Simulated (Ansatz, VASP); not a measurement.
# One calculation of Si, two programs

```
CELL_PARAMETERS angstrom
0.00000 2.60174 2.60174
2.60174 0.00000 2.60174
2.60174 2.60174 0.00000
ATOMIC_POSITIONS crystal
Si 0.00000 0.00000 0.00000
Si 0.25000 0.25000 0.25000
```

Alike in both runs: task single point; functional PBE; k mesh 12 × 12 × 12; no spin polarisation.

|  | VASP | Ansatz |
| --- | --- | --- |
| version | VASP 6.6.1 | Ansatz 0.2.0 |
| potentials or method | VASP PAW PBE potentials, release 64 (Si), cutoff 500 eV | scalar-relativistic, plane waves, PAW |
| occupations | gaussian, width 0.01 eV | fixed |
| valence electrons in the cell | 8 | 8 |

VASP gave:

```
gap on the k mesh at the Fermi level (eV) : 0.31
least direct gap on the mesh (eV)         : 2.61
pressure (GPa)                            : 18.2
```

**Question.** Estimate Ansatz's values.

**Answer.** gap on the k mesh at the Fermi level (eV): 0.31; least direct gap on the mesh (eV): 2.60; pressure (GPa): 18.3.
